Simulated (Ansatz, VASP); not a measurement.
Na2S: VASP beside Ansatz

The input INCAR:

```
SYSTEM = Na2S
  PREC = Accurate
  ENCUT = 500
  EDIFF = 1E-6
  ISMEAR = 0
  SIGMA = 0.02
  LREAL = .FALSE.
  LASPH = .TRUE.
  NELM = 120
  ALGO = Normal
  ISIF = 2
  LWAVE = .FALSE.
  LCHARG = .FALSE.
  GGA = PS
  NBANDS = 17
  GGA_COMPAT = .FALSE.
```

The input KPOINTS:

```
regular mesh
0
G
  8 8 8
  0 0 0
```

File POSCAR:

```
Na2S
1.0
    0.0000000000      3.1150141047      3.1150141047
    3.1150141047      0.0000000000      3.1150141047
    3.1150141047      3.1150141047      0.0000000000
Na S
2 1
Direct
    0.2500000000      0.2500000000      0.2500000000
    0.7500000000      0.7500000000      0.7500000000
    0.0000000000      0.0000000000      0.0000000000
```

Input for Ansatz:

```yaml
crystal:
  lattice:
    - [0.0, 3.1150141047, 3.1150141047]
    - [3.1150141047, 0.0, 3.1150141047]
    - [3.1150141047, 3.1150141047, 0.0]
  atoms:
    - { symbol: Na, position: [0.25, 0.25, 0.25] }
    - { symbol: Na, position: [0.75, 0.75, 0.75] }
    - { symbol: S, position: [0.0, 0.0, 0.0] }
basis:
  ecutwfc: 420
kpoints:
  mp_grid: { grid: [8, 8, 8] }
hamiltonian:
  xc: pbesol
scf:
  occupations: { method: gaussian, width: 0.02 }
output:
  forces: true
  stress: true
  eigenvalues: true
```

Alike in both runs: task single point; functional PBEsol; k mesh 8 × 8 × 8; occupations gaussian, width 0.02 eV; no spin polarisation.

|  | VASP | Ansatz |
| --- | --- | --- |
| version | VASP 6.6.1 | Ansatz 0.2.0 |
| potentials or method | VASP PAW PBE potentials, release 64 (Na_pv, S), cutoff 500 eV | scalar-relativistic, plane waves, PAW |
| valence electrons in the cell | 20 | 24 |

|  | VASP | Ansatz | Ansatz less VASP |
| --- | --- | --- | --- |
| gap on the k mesh at the Fermi level (eV) | 2.86 | 2.87 | +0.006 |
| least direct gap on the mesh (eV) | 2.86 | 2.87 | +0.006 |
| pressure (GPa) | 5.1 | 5.0 | -0.09 |

VASP's potentials were made for PBE, not for PBEsol. The functional is the same, so the differences come from potentials, cutoffs and numerics. VASP's potentials hold 20 valence electrons a cell and Ansatz's 24, so a difference there can come from the potentials and not from the codes.
